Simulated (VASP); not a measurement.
## SnSe: single point with revPBE

SnSe:

```xyz
2
Lattice="0.0000 3.0299 3.0299 3.0299 0.0000 3.0299 3.0299 3.0299 0.0000" Properties=species:S:1:pos:R:3 pbc="T T T"
Sn    0.0000    0.0000    0.0000
Se    3.0299    3.0299    3.0299
```

```
Program             : VASP 6.6.1
Task                : single point
Functional          : revPBE
Potentials or basis : VASP PAW PBE potentials, release 64 (Sn_d, Se)
Cutoff              : 520 eV
k mesh              : 8 × 8 × 8
Occupations         : fermi-dirac, width 0.05 eV
Spin                : no spin polarisation
```

```yaml
Pressure: 1.1 GPa
Band_gap_on_the_k_mesh: 0.47 eV, direct
```

Levels at points of the mesh, in eV from the valence-band top:
| k point | band 7 | band 8 | band 9 | band 10 | band 11 | band 12 | band 13 | band 14 |
| --- | --- | --- | --- | --- | --- | --- | --- | --- |
| (0.00, 0.00, 0.00) | -5.14 | -2.20 | -2.20 | -2.20 | 4.22 | 4.22 | 4.22 | 5.84 |
| (0.50, 0.00, 0.00) | -7.98 | -1.96 | -1.96 | 0.00 | 0.47 | 1.23 | 1.23 | 8.21 |
| (0.50, 0.50, 0.00) | -6.03 | -5.38 | -3.60 | -3.60 | 3.08 | 5.21 | 5.21 | 5.82 |

Run time: 17 s on 1 thread of Intel(R) Xeon(R) Platinum 8488C (Sapphire Rapids) (shared host), peak memory 0.18 GiB.

Caveat: the PAW data sets were made with another functional, which shifts forces and pressure a little; spin-orbit coupling is left out, which moves the levels of the heavy elements. A k mesh can miss the band edges.
